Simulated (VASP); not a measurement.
# CoSn (F-43m) in VASP: a series of runs

The runs below take CoSn through single point, relaxation of cell and atoms, with PBE.

Program: VASP 6.6.1. These are calculated values, not measurements. Logs are shortened: lines on timing, memory, paths and dates and some standing lists are left out, and cuts for length are marked.

## Step 1: The cell of the first run

Symmetry: F-43m, No. 216, cubic system. The conventional cell has a = 5.728 Å, b = 5.728 Å, c = 5.728 Å, α = 90.00°, β = 90.00°, γ = 90.00°. Within 3.3 Å of Co (site symmetry -43m) lie 4 Sn at 2.48 Å. Within 3.3 Å of Sn (site symmetry -43m) lie 4 Co at 2.48 Å.

## Step 2: Single point, PBE

The input, INCAR:

```
SYSTEM = CoSn
ALGO     = Fast           ! electronic algorithm
EDIFF    = 1E-6           ! SCF threshold, eV
ENCUT    = 520            ! plane-wave cutoff, eV
GGA      = PE             ! functional
ISIF     = 2              ! what is computed and relaxed
ISMEAR   = 0              ! smearing method
LASPH    = .True.         ! aspherical terms in the spheres
LCHARG   = .False.        ! write CHGCAR
LREAL    = .False.        ! projectors in reciprocal space
LWAVE    = .False.        ! write WAVECAR
NBANDS   = 18             ! bands
NELM     = 60             ! most SCF steps
PREC     = Accurate       ! precision mode
SIGMA    = 0.1            ! smearing width, eV
```

The input, KPOINTS:

```
k-points
0
Gamma
  6 6 6
  0 0 0
```

The input, POSCAR:

```
CoSn
1.0
    0.0000000000      2.8638362972      2.8638362972
    2.8638362972      0.0000000000      2.8638362972
    2.8638362972      2.8638362972      0.0000000000
Co Sn
1 1
Direct
    0.0000000000      0.0000000000      0.0000000000
    0.7500000000      0.7500000000      0.7500000000
```

Potentials or basis: VASP PAW PBE potentials, release 64 (Co, Sn_d).

Command:

```
$ cat potpaw_PBE.64/Co/POTCAR potpaw_PBE.64/Sn_d/POTCAR > POTCAR
$ mpirun -np 1 vasp_std > vasp.out
```

OUTCAR:

```text
SYSTEM = CoSn
   EDIFF = 1E-6
   ENCUT = 520
   GGA = PE
   ISIF = 2
   ISMEAR = 0
   LASPH = .True.
   LREAL = .False.
   NELM = 60
   PREC = Accurate

 ion  position               nearest neighbor table
   1  0.000  0.000  0.000-   2 2.48   2 2.48   2 2.48   2 2.48
   2  0.750  0.750  0.750-   1 2.48   1 2.48   1 2.48   1 2.48

  LATTYP: Found a face centered cubic cell.
 ALAT       =     5.7276725944

  Lattice vectors:

 A1 = (   0.0000000000,   2.8638362972,   2.8638362972)
 A2 = (   2.8638362972,   0.0000000000,   2.8638362972)
 A3 = (   2.8638362972,   2.8638362972,   0.0000000000)

Analysis of symmetry for initial positions (statically):
=====================================================================
 Subroutine PRICEL returns:
 Original cell was already a primitive cell.

 Routine SETGRP: Setting up the symmetry group for a
 face centered cubic supercell.

 Subroutine GETGRP returns: Found 24 space group operations
 (whereof 24 operations were pure point group operations)
 out of a pool of 48 trial point group operations.

The static configuration has the point symmetry T_d .

Analysis of symmetry for dynamics (positions and initial velocities):
=====================================================================
 Subroutine PRICEL returns:
 Original cell was already a primitive cell.

 Routine SETGRP: Setting up the symmetry group for a
 face centered cubic supercell.

 Subroutine GETGRP returns: Found 24 space group operations
 (whereof 24 operations were pure point group operations)
 out of a pool of 48 trial point group operations.

The dynamic configuration has the point symmetry T_d .

 Subroutine INISYM returns: Found 24 space group operations
 (whereof 24 operations are pure point group operations),
 and found     1 'primitive' translations

----------------------------------------------------------------------------------------

                                     Primitive cell

  volume of cell :      46.9758

  direct lattice vectors                    reciprocal lattice vectors
     0.000000000  2.863836297  2.863836297    -0.174590985  0.174590985  0.174590985
     2.863836297  0.000000000  2.863836297     0.174590985 -0.174590985  0.174590985
     2.863836297  2.863836297  0.000000000     0.174590985  0.174590985 -0.174590985

  length of vectors
     4.050076132  4.050076132  4.050076132     0.302400457  0.302400457  0.302400457

  position of ions in fractional coordinates (direct lattice)
     0.000000000  0.000000000  0.000000000
     0.750000000  0.750000000  0.750000000

  ion indices of the primitive-cell ions
   primitive index   ion index
                 1           1
                 2           2

----------------------------------------------------------------------------------------

 KPOINTS: k-points

Automatic generation of k-mesh.
 Grid dimensions read from file:
 generate k-points for:    6    6    6

 Generating k-lattice:

  Cartesian coordinates                     Fractional coordinates (reciprocal lattice)
    -0.029098497  0.029098497  0.029098497     0.166666667  0.000000000  0.000000000
     0.029098497 -0.029098497  0.029098497     0.000000000  0.166666667  0.000000000
     0.029098497  0.029098497 -0.029098497     0.000000000  0.000000000  0.166666667

  Length of vectors
     0.050400076  0.050400076  0.050400076

  Shift w.r.t. Gamma in fractional coordinates (k-lattice)
     0.000000000  0.000000000  0.000000000

 Subroutine IBZKPT returns following result:
 ===========================================

 Found     16 irreducible k-points:

 Following reciprocal coordinates:
            Coordinates               Weight
  0.000000  0.000000  0.000000      1.000000
  0.166667  0.000000  0.000000      8.000000
  0.333333  0.000000  0.000000      8.000000
  0.500000  0.000000  0.000000      4.000000
  0.166667  0.166667  0.000000      6.000000
  0.333333  0.166667  0.000000     24.000000
[... 8 lines left out ...]
 -0.333333  0.333333  0.166667     24.000000
 -0.333333  0.500000  0.166667     12.000000
   k-points           NKPTS =     16   k-points in BZ     NKDIM =     16   number of bands    NBANDS=     18
   number of dos      NEDOS =    301   number of ions     NIONS =      2
   total plane-waves  NPLWV =  27000
   dimension x,y,z NGX =    30 NGY =   30 NGZ =   30
   dimension x,y,z NGXF=    60 NGYF=   60 NGZF=   60
   ions per type =               1   1
   NGX,Y,Z   is equivalent  to a cutoff of  12.31, 12.31, 12.31 a.u.
   NGXF,Y,Z  is equivalent  to a cutoff of  24.63, 24.63, 24.63 a.u.
 SYSTEM =  CoSn
   PREC   = accura    normal or accurate (medium, high low for compatibility)
   ISTART =      0    job   : 0-new  1-cont  2-samecut
   ICHARG =      2    charge: 1-file 2-atom 10-const
   ISPIN  =      1    spin polarized calculation?
   LNONCOLLINEAR =      F non collinear calculations
   LSORBIT =      F    spin-orbit coupling
   LASPH  =      T    aspherical Exc in radial PAW
   ENCUT  =  520.0 eV  38.22 Ry    6.18 a.u.   7.53  7.53  7.53*2*pi/ulx,y,z
   NELM   =     60;   NELMIN=  2; NELMDL= -5     # of ELM steps
   EDIFF  = 0.1E-05   stopping-criterion for ELM
   LREAL  =      F    real-space projection
[... 7 lines left out ...]
   TEBEG  =    0.0;   TEEND  =   0.0 temperature during run
   PSTRESS=    0.0 pullay stress
   NELECT =      23.0000    total number of electrons
   NUPDOWN=      -1.0000    fix difference up-down
   EMIN   =  10.00;   EMAX   =-10.00  energy-range for DOS
   EFERMI =   0.00;   METHOD = LEGACY
   ISMEAR =     0;   SIGMA  =   0.10  broadening in eV -4-tet -1-fermi 0-gaus
   EFERMI_NEDOS =   21; number of points for ismear=-14 and -15
   IALGO  =     68    algorithm
   IMIX   =      4    mixing-type and parameters
     AMIX     =   0.40;   BMIX     =  1.00
     AMIX_MAG =   1.60;   BMIX_MAG =  1.00
  volume/ion in A,a.u.               =      23.49       158.50
  Fermi-wavevector in a.u.,A,eV,Ry     =   1.290306  2.438324 22.652184  1.664889
  Thomas-Fermi vector in A             =   2.422145
   LORBIT       =      0    0 simple, 1 ext, 2 COOP (PROOUT), +10 PAW based schemes
   GGA     = PE    functional components
   LHFCALC =     F    Hartree Fock is set to
   AEXX    =    0.0000 exact exchange contribution
   IVDW    =     0    specifies the selected vdW correction
   LEPSILON=     F    determine dielectric tensor
   LRPA    =     F    only Hartree local field effects (RPA)
 non-spin polarized calculation
 RMM-DIIS sequential band-by-band and
 Gauss-broadening in eV      SIGMA  =   0.10
  energy-cutoff  :      520.00
  volume of cell :       46.98
 maximum number of plane-waves:      1283
   NGX = 15   NGY = 15   NGZ = 15

 number of electron      22.9999987 magnetization

 Free energy of the ion-electron system (eV)
  ---------------------------------------------------
  ext. energy  EPLUGINS =         0.00000000
  ---------------------------------------------------
  free energy    TOTEN  =        -9.41482465 eV

  energy without entropy =       -9.40630507  energy(sigma->0) =       -9.41056486

 E-fermi :   5.5504     XC(G=0):  -9.9614

 val. band max:        5.5310982952   @ k =  -0.3333   0.1667   0.0000
 cond. band min:       5.6083056702   @ k =  -0.3333   0.3333   0.0000
 fundamental gap:      0.0772073750
 Fermi energy:         5.5504128599

 k-point     1 :       0.0000    0.0000    0.0000
  band No.  band energies     occupation
      1     -15.1450      2.00000
      2     -15.1450      2.00000
      3     -15.1450      2.00000
      4     -15.0929      2.00000
      5     -15.0929      2.00000
      6      -3.3893      2.00000
[... 10 lines left out ...]
     17      12.9101      0.00000
     18      12.9101      0.00000

 k-point     2 :       0.1667    0.0000    0.0000
  band No.  band energies     occupation
      1     -15.1451      2.00000
      2     -15.1418      2.00000
      3     -15.1418      2.00000
      4     -15.0920      2.00000
      5     -15.0920      2.00000
      6      -3.0501      2.00000
[... 10 lines left out ...]
     17      13.7439      0.00000
     18      14.9100      0.00000

 k-point     3 :       0.3333    0.0000    0.0000
  band No.  band energies     occupation
      1     -15.1454      2.00000
      2     -15.1365      2.00000
      3     -15.1365      2.00000
      4     -15.0891      2.00000
      5     -15.0891      2.00000
      6      -2.1437      2.00000
[... 10 lines left out ...]
     17      13.8355      0.00000
     18      14.8625      0.00000

 k-point     4 :       0.5000    0.0000    0.0000
  band No.  band energies     occupation
      1     -15.1456      2.00000
      2     -15.1344      2.00000
      3     -15.1344      2.00000
      4     -15.0870      2.00000
      5     -15.0870      2.00000
      6      -1.4255      2.00000
[... 10 lines left out ...]
     17      13.6005      0.00000
     18      14.4948      0.00000

 k-point     5 :       0.1667    0.1667    0.0000
  band No.  band energies     occupation
      1     -15.1497      2.00000
      2     -15.1382      2.00000
      3     -15.1382      2.00000
      4     -15.0955      2.00000
      5     -15.0884      2.00000
      6      -2.9359      2.00000
[... 10 lines left out ...]
     17      15.2307      0.00000
     18      15.2325      0.00000

 k-point     6 :       0.3333    0.1667    0.0000
  band No.  band energies     occupation
      1     -15.1505      2.00000
      2     -15.1335      2.00000
      3     -15.1320      2.00000
      4     -15.0959      2.00000
      5     -15.0847      2.00000
      6      -2.2058      2.00000
[... 139 lines left out ...]
 k-point    13 :       0.5000    0.5000    0.0000
  band No.  band energies     occupation
      1     -15.1634      2.00000
      2     -15.1173      2.00000
      3     -15.1173      2.00000
      4     -15.1051      2.00000
      5     -15.0749      2.00000
      6      -0.6357      2.00000
[... 10 lines left out ...]
     17      20.7336      0.00000
     18      20.7771      0.00000

 k-point    14 :       0.5000    0.3333    0.1667
  band No.  band energies     occupation
      1     -15.1492      2.00000
      2     -15.1326      2.00000
      3     -15.1252      2.00000
      4     -15.0963      2.00000
      5     -15.0828      2.00000
      6      -1.4188      2.00000
[... 10 lines left out ...]
     17      14.5804      0.00000
     18      18.1310      0.00000

 k-point    15 :      -0.3333    0.3333    0.1667
  band No.  band energies     occupation
      1     -15.1416      2.00000
      2     -15.1389      2.00000
      3     -15.1220      2.00000
      4     -15.0946      2.00000
      5     -15.0836      2.00000
      6      -0.8580      2.00000
[... 10 lines left out ...]
     17      16.0526      0.00000
     18      16.3823      0.00000

 k-point    16 :      -0.3333    0.5000    0.1667
  band No.  band energies     occupation
      1     -15.1521      2.00000
      2     -15.1290      2.00000
      3     -15.1178      2.00000
      4     -15.0995      2.00000
      5     -15.0797      2.00000
      6      -0.6122      2.00000
[... 10 lines left out ...]
     17      16.6125      0.00000
     18      17.0481      0.00000

------------------------ aborting loop because EDIFF is reached ----------------------------------------

  FORCE on cell =-STRESS in cart. coord.  units (eV):
  Direction    XX          YY          ZZ          XY          YZ          ZX
  --------------------------------------------------------------------------------------
  -------------------------------------------------------------------------------------
  Total       -0.0469632     -0.0469632     -0.0469632      0.0000000     -0.0000000      0.0000000
  in kB       -1.6017465     -1.6017465     -1.6017465      0.0000000     -0.0000000      0.0000000
  external PRESSURE =      -1.6017465 kB  Pullay stress =       0.0000000 kB

 VOLUME and BASIS-vectors are now :
 -----------------------------------------------------------------------------
  energy-cutoff  :      520.00
  volume of cell :       46.98
      direct lattice vectors                 reciprocal lattice vectors
     0.000000000  2.863836297  2.863836297    -0.174590985  0.174590985  0.174590985
     2.863836297  0.000000000  2.863836297     0.174590985 -0.174590985  0.174590985
     2.863836297  2.863836297  0.000000000     0.174590985  0.174590985 -0.174590985

 POSITION                                       TOTAL-FORCE (eV/Angst)
 -----------------------------------------------------------------------------------
      0.00000      0.00000      0.00000         0.000000      0.000000      0.000000
      4.29575      4.29575      4.29575        -0.000000     -0.000000     -0.000000
 -----------------------------------------------------------------------------------
    total drift:                                0.000001      0.000001      0.000001

  FREE ENERGIE OF THE ION-ELECTRON SYSTEM (eV)
  ---------------------------------------------------
  free  energy   TOTEN  =        -9.4148246473 eV

  energy  without entropy=       -9.4063050724  energy(sigma->0) =       -9.41056486
```

Wall time 9 s (1 thread of Intel Xeon 6975P-C (Granite Rapids), shared host); peak memory 0.16 GiB.

Results:

```yaml
Free_energy: -9.4148 eV
Pressure: -0.2 GPa
Band_gap_on_the_k_mesh: zero (an odd number of electrons rules out a gap without spin polarisation)
```

Levels at points of the mesh, in eV from the Fermi level:
```
           k point  band 7  band 8  band 9  band 10  band 11  band 12  band 13  band 14  band 15  band 16
(0.00, 0.00, 0.00)   -1.48   -1.48   -1.48    -0.55    -0.55     5.51     5.51     5.51     7.27     7.36
(0.50, 0.00, 0.00)   -3.43   -1.34   -1.34    -0.50    -0.50    -0.37     3.44     3.44     6.55     8.05
(0.50, 0.50, 0.00)   -3.37   -0.84   -0.84    -0.75    -0.48    -0.20     0.85     0.85     5.09     5.37
```

Caveat: spin-orbit coupling is left out, which moves the levels of the heavy elements; the run has no spin polarisation, though such a crystal can be magnetic. Spin polarisation is off, so any magnetic state and its effect on volume and gap are missing.

## Step 3: Relaxation of cell and atoms, PBE

This run uses another cell than the first one, of 17.60 Å³/atom.

The input, INCAR:

```
SYSTEM = CoSn
ALGO = Normal
EDIFF = 1E-6
EDIFFG = -0.04
ENCUT = 600
GGA = PE
IBRION = 2
ISIF = 3
ISMEAR = 0
LASPH = .True.
LCHARG = .False.
LREAL = .False.
LWAVE = .False.
NELM = 100
NSW = 90
PREC = Accurate
SIGMA = 0.1
```

KPOINTS is that of step 2.

The input, POSCAR:

```
CoSn
1.0
    0.0000000000      2.6010990695      2.6010990695
    2.6010990695      0.0000000000      2.6010990695
    2.6010990695      2.6010990695      0.0000000000
Co Sn
1 1
Direct
    0.0000000000      0.0000000000      0.0000000000
    0.7500000000      0.7500000000      0.7500000000
```

Potentials or basis: VASP PAW PBE potentials, release 64 (Co, Sn_d).

Command:

```
$ cat potpaw_PBE.64/Co/POTCAR potpaw_PBE.64/Sn_d/POTCAR > POTCAR
$ mpirun -np 1 vasp_std > vasp.out
```

Wall time 26 s (1 thread of Intel Xeon 6975P-C (Granite Rapids), shared host); peak memory 0.17 GiB.

Results (log left out):

- Free energy: -9.4114 eV
- Relaxed volume: 23.51 Å³/atom
- Relaxed cell: a = 4.051 Å, b = 4.051 Å, c = 4.051 Å, α = 60.00°, β = 60.00°, γ = 60.00°
- Space group after relaxing (to 0.1 Å): F-43m (No. 216)
- Energy gained by relaxing: 543.8 meV/atom
- Ionic steps: 4
- Pressure after relaxing: 0.0 GPa
- Band gap on the k mesh: zero (an odd number of electrons rules out a gap without spin polarisation)

Step by step:
| step | energy change (eV) | largest force (eV/Å) | pressure (GPa) | volume (Å³) |
| --- | --- | --- | --- | --- |
| 1 | 0.0000 | 0.0000 | 38.65 | 35.20 |
| 2 | -0.5019 | 0.0000 | -10.00 | 61.56 |
| 3 | -1.0871 | 0.0000 | -0.61 | 47.29 |
| 4 | -1.0876 | 0.0000 | -0.05 | 47.01 |

Final structure:
```cif
data_structure
_symmetry_space_group_name_H-M 'P 1'
_symmetry_Int_Tables_number 1
_cell_length_a 4.0512
_cell_length_b 4.0512
_cell_length_c 4.0512
_cell_angle_alpha 60.000
_cell_angle_beta 60.000
_cell_angle_gamma 60.000
_cell_volume 47.01
loop_
_atom_site_label
_atom_site_type_symbol
_atom_site_fract_x
_atom_site_fract_y
_atom_site_fract_z
_atom_site_occupancy
Co1 Co 0.00000 0.00000 0.00000 1
Sn1 Sn 0.75000 0.75000 0.75000 1
```

Levels at points of the mesh, in eV from the Fermi level:
```tsv
k point	band 9	band 10	band 11	band 12	band 13	band 14
(0.00, 0.00, 0.00)	-1.48	-0.55	-0.55	5.51	5.51	5.51
(0.50, 0.00, 0.00)	-1.34	-0.50	-0.50	-0.37	3.44	3.44
(0.50, 0.50, 0.00)	-0.84	-0.75	-0.48	-0.20	0.85	0.85
```

Caveat: the volume moved by over 15 % at a fixed basis, so the end points are rough; spin-orbit coupling is left out, which moves the levels of the heavy elements; the run has no spin polarisation, though such a crystal can be magnetic. Spin polarisation is off, so any magnetic state and its effect on volume and gap are missing.

[end of part 1 of 2]

The gap in the log of VASP goes by the Fermi energy; the results here count the filled bands.